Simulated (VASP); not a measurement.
# Si (Fddd) in VASP: a series of runs

Runs on Si. Level: PBE. Tasks: single point.

All numbers are computed with VASP 6.6.1; they aren't measurements. Logs are shortened: lines on timing, memory, paths and dates and some standing lists are left out, and cuts for length are marked.

### 1 The cell of the first run

The structure is orthorhombic, space group Fddd (No. 70). The conventional cell has a = 5.278 Å, b = 5.415 Å, c = 5.716 Å, α = 90.00°, β = 90.00°, γ = 90.00°. Si (site symmetry 222) has 4 Si at 2.37 Å within 3.1 Å.

### 2 Single point, PBE

File INCAR:

```
ALGO = Normal
EDIFF = 1E-6
ENCUT = 520
GGA = PE
ISIF = 2
ISMEAR = 0
LASPH = True
LCHARG = False
LREAL = False
LWAVE = False
NBANDS = 11
NELM = 60
PREC = Accurate
SIGMA = 0.05
```

File KPOINTS:

```
k-points
0
Gamma
  8 8 8
```

File POSCAR:

```
Si
1.0
    0.0000000000      2.8579508716      2.6391603742
    2.7075324046      0.0000000000      2.6391603742
    2.7075324046      2.8579508716      0.0000000000
Si
2
Direct
    0.5000000000      0.5000000000      0.5000000000
    0.7500000000      0.7500000000      0.7500000000
```

Potentials or basis: VASP PAW PBE potentials, release 64 (Si).

Started as:

```sh
$ cat potpaw_PBE.64/Si/POTCAR > POTCAR
$ mpirun -np 1 vasp_std > vasp.out
```

OUTCAR:

```text
EDIFF = 1E-6
   ENCUT = 520
   GGA = PE
   ISIF = 2
   ISMEAR = 0
   LASPH = True
   LREAL = False
   NELM = 60
   PREC = Accurate

 ion  position               nearest neighbor table
   1  0.500  0.500  0.500-   2 2.37   2 2.37   2 2.37   2 2.37
   2  0.750  0.750  0.750-   1 2.37   1 2.37   1 2.37   1 2.37

  LATTYP: Found a face centered orthorhombic cell.
 ALAT       =     5.2783207484
 B/A-ratio  =     1.0259067357
 C/A-ratio  =     1.0829015544

  Lattice vectors:

 A1 = (   2.7075324046,   2.8579508716,   0.0000000000)
 A2 = (   0.0000000000,   2.8579508716,   2.6391603742)
 A3 = (   2.7075324046,   0.0000000000,   2.6391603742)

Analysis of symmetry for initial positions (statically):
=====================================================================
 Subroutine PRICEL returns:
 Original cell was already a primitive cell.

 Routine SETGRP: Setting up the symmetry group for a
 face centered orthorhombic supercell.

 Subroutine GETGRP returns: Found  8 space group operations
 (whereof  4 operations were pure point group operations)
 out of a pool of  8 trial point group operations.

The static configuration has the point symmetry D_2 .
 The point group associated with its full space group is D_2h.

Analysis of symmetry for dynamics (positions and initial velocities):
=====================================================================
 Subroutine PRICEL returns:
 Original cell was already a primitive cell.

 Routine SETGRP: Setting up the symmetry group for a
 face centered orthorhombic supercell.

 Subroutine GETGRP returns: Found  8 space group operations
 (whereof  4 operations were pure point group operations)
 out of a pool of  8 trial point group operations.

The dynamic configuration has the point symmetry D_2 .
 The point group associated with its full space group is D_2h.

 Subroutine INISYM returns: Found  8 space group operations
 (whereof  4 operations are pure point group operations),
 and found     1 'primitive' translations

----------------------------------------------------------------------------------------

                                     Primitive cell

  volume of cell :      40.8436

  direct lattice vectors                    reciprocal lattice vectors
     0.000000000  2.857950872  2.639160374    -0.184669997  0.174950523  0.189454193
     2.707532405  0.000000000  2.639160374     0.184669997 -0.174950523  0.189454193
     2.707532405  2.857950872  0.000000000     0.184669997  0.174950523 -0.189454193

  length of vectors
     3.890122192  3.780991828  3.936828026     0.317180681  0.317180681  0.317180681

  position of ions in fractional coordinates (direct lattice)
     0.500000000  0.500000000  0.500000000
     0.750000000  0.750000000  0.750000000

  ion indices of the primitive-cell ions
   primitive index   ion index
                 1           1
                 2           2

----------------------------------------------------------------------------------------

 KPOINTS: k-points

Automatic generation of k-mesh.
 Grid dimensions read from file:
 generate k-points for:    8    8    8

 Generating k-lattice:

  Cartesian coordinates                     Fractional coordinates (reciprocal lattice)
    -0.023083750  0.021868815  0.023681774     0.125000000 -0.000000000 -0.000000000
     0.023083750 -0.021868815  0.023681774     0.000000000  0.125000000  0.000000000
     0.023083750  0.021868815 -0.023681774     0.000000000  0.000000000  0.125000000

  Length of vectors
     0.039647585  0.039647585  0.039647585

  Shift w.r.t. Gamma in fractional coordinates (k-lattice)
     0.000000000  0.000000000  0.000000000

 Subroutine IBZKPT returns following result:
 ===========================================

 Found     95 irreducible k-points:

 Following reciprocal coordinates:
            Coordinates               Weight
  0.000000  0.000000  0.000000      1.000000
  0.125000 -0.000000  0.000000      8.000000
  0.250000 -0.000000  0.000000      8.000000
  0.375000  0.000000 -0.000000      8.000000
  0.500000 -0.000000  0.000000      4.000000
  0.125000  0.125000  0.000000      2.000000
[... 16 lines left out ...]
  0.250000  0.000000  0.125000      8.000000
  0.375000  0.000000  0.125000      8.000000
 [... further k-points ...]
   k-points           NKPTS =     95   k-points in BZ     NKDIM =     95   number of bands    NBANDS=     11
   number of dos      NEDOS =    301   number of ions     NIONS =      2
   total plane-waves  NPLWV =  25200
   dimension x,y,z NGX =    30 NGY =   28 NGZ =   30
   dimension x,y,z NGXF=    60 NGYF=   56 NGZF=   60
   ions per type =               2
   NGX,Y,Z   is equivalent  to a cutoff of  12.82, 12.31, 12.67 a.u.
   NGXF,Y,Z  is equivalent  to a cutoff of  25.64, 24.62, 25.34 a.u.
 SYSTEM =  unknown system
   PREC   = accura    normal or accurate (medium, high low for compatibility)
   ISTART =      0    job   : 0-new  1-cont  2-samecut
   ICHARG =      2    charge: 1-file 2-atom 10-const
   ISPIN  =      1    spin polarized calculation?
   LNONCOLLINEAR =      F non collinear calculations
   LSORBIT =      F    spin-orbit coupling
   LASPH  =      T    aspherical Exc in radial PAW
   ENCUT  =  520.0 eV  38.22 Ry    6.18 a.u.   7.23  7.03  7.32*2*pi/ulx,y,z
   NELM   =     60;   NELMIN=  2; NELMDL= -5     # of ELM steps
   EDIFF  = 0.1E-05   stopping-criterion for ELM
   LREAL  =      F    real-space projection
   EDIFFG = 0.1E-04   stopping-criterion for IOM
   NSW    =      0    number of steps for IOM
   IBRION =     -1    ionic relax: 0-MD 1-quasi-New 2-CG
   NFREE  =      0    steps in history (QN), initial steepest desc. (CG)
   ISIF   =      2    stress and relaxation
   ISYM   =      2    0-nonsym 1-usesym 2-fastsym
   POTIM  = 0.5000    time-step for ionic-motion
   TEBEG  =    0.0;   TEEND  =   0.0 temperature during run
   PSTRESS=    0.0 pullay stress
   NELECT =       8.0000    total number of electrons
   NUPDOWN=      -1.0000    fix difference up-down
   EMIN   =  10.00;   EMAX   =-10.00  energy-range for DOS
   EFERMI =   0.00;   METHOD = LEGACY
   ISMEAR =     0;   SIGMA  =   0.05  broadening in eV -4-tet -1-fermi 0-gaus
   EFERMI_NEDOS =   21; number of points for ismear=-14 and -15
   IALGO  =     38    algorithm
   IMIX   =      4    mixing-type and parameters
     AMIX     =   0.40;   BMIX     =  1.00
     AMIX_MAG =   1.60;   BMIX_MAG =  1.00
  volume/ion in A,a.u.               =      20.42       137.81
  Fermi-wavevector in a.u.,A,eV,Ry     =   0.950744  1.796645 12.298489  0.903913
  Thomas-Fermi vector in A             =   2.079149
   LORBIT       =      0    0 simple, 1 ext, 2 COOP (PROOUT), +10 PAW based schemes
   GGA     = PE    functional components
   LHFCALC =     F    Hartree Fock is set to
   AEXX    =    0.0000 exact exchange contribution
   IVDW    =     0    specifies the selected vdW correction
   LEPSILON=     F    determine dielectric tensor
   LRPA    =     F    only Hartree local field effects (RPA)
 non-spin polarized calculation
 Gauss-broadening in eV      SIGMA  =   0.05
  energy-cutoff  :      520.00
  volume of cell :       40.84
 maximum number of plane-waves:      1114
 NGX is ok and might be reduce to    30
   NGX = 15   NGY = 13   NGZ = 15

 number of electron       8.0000000 magnetization

 Free energy of the ion-electron system (eV)
  ---------------------------------------------------
  ext. energy  EPLUGINS =         0.00000000
  ---------------------------------------------------
  free energy    TOTEN  =       -10.80358114 eV

  energy without entropy =      -10.80351938  energy(sigma->0) =      -10.80355026

 E-fermi :   5.9226     XC(G=0):  -9.3369

 val. band max:        5.8816711176   @ k =   0.0000   0.0000   0.0000
 cond. band min:       5.9771302640   @ k =   0.3750   0.3750   0.0000
 fundamental gap:      0.0954591464
 Fermi energy:         5.9226407963

 k-point     1 :       0.0000    0.0000    0.0000
  band No.  band energies     occupation
      1      -6.1871      2.00000
      2       5.3037      2.00000
      3       5.7306      2.00000
      4       5.8817      1.75346
      5       8.0848      0.00000
      6       8.1837      0.00000
      7       8.3744      0.00000
      8       8.7055      0.00000
      9      12.7047      0.00000
     10      13.5183      0.00000
     11      13.9707      0.00000

 k-point     2 :       0.1250   -0.0000    0.0000
  band No.  band energies     occupation
      1      -5.9859      2.00000
      2       4.0224      2.00000
      3       5.1749      2.00000
      4       5.5611      2.00000
      5       8.0040      0.00000
      6       8.5679      0.00000
      7       8.7309      0.00000
      8      10.1207      0.00000
      9      12.3851      0.00000
     10      13.3618      0.00000
     11      14.2974      0.00000

 k-point     3 :       0.2500   -0.0000    0.0000
  band No.  band energies     occupation
      1      -5.3993      2.00000
      2       1.7484      2.00000
      3       4.6326      2.00000
      4       5.1568      2.00000
      5       7.4826      0.00000
      6       9.1003      0.00000
      7       9.2305      0.00000
      8      12.1907      0.00000
      9      12.8275      0.00000
     10      13.0051      0.00000
     11      14.6872      0.00000

 k-point     4 :       0.3750    0.0000   -0.0000
  band No.  band energies     occupation
      1      -4.5211      2.00000
      2      -0.2360      2.00000
      3       4.2542      2.00000
      4       4.8868      2.00000
      5       7.0759      0.00000
      6       8.9791      0.00000
      7       9.3611      0.00000
      8      13.5149      0.00000
      9      13.9512      0.00000
     10      14.2145      0.00000
     11      15.4006      0.00000

 k-point     5 :       0.5000   -0.0000    0.0000
  band No.  band energies     occupation
      1      -3.8981      2.00000
      2      -1.2371      2.00000
      3       4.1225      2.00000
      4       4.7970      2.00000
      5       6.9300      0.00000
      6       8.8715      0.00000
      7       9.2999      0.00000
      8      13.3860      0.00000
      9      15.7598      0.00000
     10      16.2283      0.00000
     11      16.4074      0.00000
[... 211 lines left out ...]
 k-point    21 :       0.5000    0.5000    0.0000
  band No.  band energies     occupation
      1      -1.9097      2.00000
      2      -1.9097      2.00000
      3       2.5921      2.00000
      4       2.5921      2.00000
      5       6.1189      0.00000
      6       6.1189      0.00000
      7      15.1850      0.00000
      8      15.1850      0.00000
      9      16.9917      0.00000
     10      16.9924      0.00000
     11      17.4436      0.00000

 k-point    22 :       0.1250    0.0000    0.1250
  band No.  band energies     occupation
      1      -5.9385      2.00000
      2       3.9688      2.00000
      3       5.0047      2.00000
      4       5.1029      2.00000
      5       7.9081      0.00000
      6       9.1436      0.00000
      7       9.3241      0.00000
      8       9.8581      0.00000
      9      11.3996      0.00000
     10      14.2102      0.00000
     11      14.4632      0.00000

 k-point    23 :       0.2500    0.0000    0.1250
  band No.  band energies     occupation
      1      -5.4959      2.00000
      2       2.3520      2.00000
      3       4.3097      2.00000
      4       4.6026      2.00000
      5       8.0952      0.00000
      6       9.1356      0.00000
      7      10.0761      0.00000
      8      10.2799      0.00000
      9      12.5633      0.00000
     10      14.1293      0.00000
     11      15.5686      0.00000

 k-point    24 :       0.3750    0.0000    0.1250
  band No.  band energies     occupation
      1      -4.7074      2.00000
      2       0.4274      2.00000
      3       3.5565      2.00000
      4       4.3811      2.00000
      5       8.1599      0.00000
      6       8.8314      0.00000
      7      10.2864      0.00000
      8      11.4406      0.00000
      9      14.6926      0.00000
     10      14.8186      0.00000
     11      15.3339      0.00000

 [... further k-points ...]

------------------------ aborting loop because EDIFF is reached ----------------------------------------

  FORCE on cell =-STRESS in cart. coord.  units (eV):
  Direction    XX          YY          ZZ          XY          YZ          ZX
  --------------------------------------------------------------------------------------
  -------------------------------------------------------------------------------------
  Total        0.3486373     -1.2111010      0.8335421      0.0000000      0.0000000      0.0000000
  in kB       13.6760371    -47.5079993     32.6974528      0.0000000      0.0000000      0.0000000
  external PRESSURE =      -0.3781698 kB  Pullay stress =       0.0000000 kB

 VOLUME and BASIS-vectors are now :
 -----------------------------------------------------------------------------
  energy-cutoff  :      520.00
  volume of cell :       40.84
      direct lattice vectors                 reciprocal lattice vectors
     0.000000000  2.857950872  2.639160374    -0.184669997  0.174950523  0.189454193
     2.707532405  0.000000000  2.639160374     0.184669997 -0.174950523  0.189454193
     2.707532405  2.857950872  0.000000000     0.184669997  0.174950523 -0.189454193

 POSITION                                       TOTAL-FORCE (eV/Angst)
 -----------------------------------------------------------------------------------
      2.70753      2.85795      2.63916        -0.000000      0.000000     -0.000000
      4.06130      4.28693      3.95874         0.000000     -0.000000      0.000000
 -----------------------------------------------------------------------------------
    total drift:                               -0.000000     -0.000000     -0.000000

  FREE ENERGIE OF THE ION-ELECTRON SYSTEM (eV)
  ---------------------------------------------------
  free  energy   TOTEN  =       -10.8035811367 eV

  energy  without entropy=      -10.8035193805  energy(sigma->0) =      -10.80355026
```

It took 49 s on 1 thread of Intel Xeon 8259CL, shared host; peak memory 0.17 GiB.

What came out:

```
Free energy            : -10.8036 eV
Pressure               : 0.0 GPa
Band gap on the k mesh : 0.10 eV (least direct gap 2.13 eV)
```

Stress tensor (GPa, compression positive):
```
 1.37  0.00  0.00
 0.00 -4.75  0.00
 0.00  0.00  3.27
```

Caveat: the cell differs from its parent crystal (strain +e along x and -e along y -0.0275, strain +e along z and -e/2 along x and y -0.0350). A k mesh can miss the band edges.

### 3 Single point, PBE

File INCAR:

```
PREC     = Accurate       # precision mode
ENCUT    = 520            # plane-wave cutoff, eV
EDIFF    = 1E-6           # SCF threshold, eV
ISMEAR   = 0              # smearing method
SIGMA    = 0.05           # smearing width, eV
LREAL    = False          # projectors in reciprocal space
LASPH    = True           # aspherical terms in the spheres
NELM     = 100            # most SCF steps
ALGO     = Normal         # electronic algorithm
ISIF     = 2              # what is computed and relaxed
LWAVE    = False          # write WAVECAR
LCHARG   = False          # write CHGCAR
GGA      = PE             # functional
NBANDS   = 11             # bands
```

File KPOINTS:

```
regular mesh
0
Gamma
  8 8 8
```

File POSCAR:

```
Si
1.0
    0.0000000000      2.7143696077      2.9263229020
    2.5639511408      0.0000000000      2.9263229020
    2.5639511408      2.7143696077      0.0000000000
Si
2
Direct
    0.5000000000      0.5000000000      0.5000000000
    0.7500000000      0.7500000000      0.7500000000
```

Potentials or basis: VASP PAW PBE potentials, release 64 (Si).

Started as:

```sh
$ cat potpaw_PBE.64/Si/POTCAR > POTCAR
$ mpirun -np 1 vasp_std > vasp.out
```

Wall time 50 s (1 thread of Intel Xeon 8259CL, shared host); peak memory 0.17 GiB.

The run converged. Its results:

```yaml
Free_energy: -10.7363 eV
Pressure: -0.1 GPa
Band_gap_on_the_k_mesh: zero (bands 4 and 5 overlap by 0.34 eV)
```

Stress tensor (GPa, compression positive):
```
 5.28  0.00  0.00
 0.00  1.95  0.00
 0.00  0.00 -7.45
```

Levels at points of the mesh, in eV from the Fermi level:
| k point | band 1 | band 2 | band 3 | band 4 | band 5 | band 6 | band 7 | band 8 | band 9 |
| --- | --- | --- | --- | --- | --- | --- | --- | --- | --- |
| (0.00, 0.00, 0.00) | -11.99 | -0.68 | -0.03 | 0.28 | 2.23 | 2.46 | 2.71 | 2.82 | 6.56 |
| (0.50, 0.00, 0.00) | -9.68 | -7.03 | -1.86 | -0.78 | 0.92 | 3.04 | 3.84 | 7.69 | 9.69 |
| (0.50, 0.50, 0.00) | -8.30 | -8.30 | -2.40 | -2.40 | 1.17 | 1.17 | 9.45 | 9.45 | 10.80 |
| (0.50, 0.00, 0.50) | -7.85 | -7.85 | -2.95 | -2.95 | 0.57 | 0.57 | 8.57 | 8.57 | 10.68 |
| (0.00, 0.50, 0.50) | -7.54 | -7.54 | -3.38 | -3.38 | 0.13 | 0.13 | 9.14 | 9.14 | 11.35 |

Caveat: the cell differs from its parent crystal (strain +e along x and -e along y -0.0275, strain +e along z and -e/2 along x and y +0.0700); semilocal functionals underestimate gaps, so a narrow gap can read as zero.
